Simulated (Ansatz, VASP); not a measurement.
# Sb in VASP and in Ansatz

```
Sb
1.0
    12.72868    0.00000    0.00000
     0.00000    4.35278    0.00000
     0.00000    0.00000    4.59602
Sb
8
Direct
  0.12816 0.25000 0.32217
  0.37184 0.75000 0.82217
  0.62816 0.25000 0.17783
  0.87184 0.75000 0.67783
  0.13849 0.75000 0.75276
  0.36151 0.25000 0.25276
  0.63849 0.75000 0.74724
  0.86151 0.25000 0.24724
```

Alike in both runs: task single point; functional PBE; k mesh 2 × 4 × 4; occupations gaussian, width 0.1 eV; no spin polarisation.

|  | VASP | Ansatz |
| --- | --- | --- |
| version | VASP 6.6.1 | Ansatz 0.2.0 |
| potentials or method | VASP PAW PBE potentials, release 64 (Sb), cutoff 520 eV | scalar-relativistic, plane waves, PAW |
| valence electrons in the cell | 40 | 120 |

|  | VASP | Ansatz | Ansatz less VASP |
| --- | --- | --- | --- |
| gap on the k mesh at the Fermi level (eV) | 0.31 | 0.31 | +0.002 |
| least direct gap on the mesh (eV) | 0.31 | 0.31 | +0.002 |
| pressure (GPa) | 0.0 | 0.0 | -0.03 |
| traceless stress, the component that is largest in VASP (GPa) | 0.63 | 0.62 | -0.016 |
| rms of the force components (eV/Å) | 0.062 | 0.077 | +0.0147 |

Atom by atom the forces differ by 0.016 eV/Å (rms over components). The functional is the same, so the differences come from potentials, cutoffs and numerics. VASP's potentials hold 40 valence electrons a cell and Ansatz's 120, so a difference there can come from the potentials and not from the codes.

Neither program's run includes spin-orbit coupling.
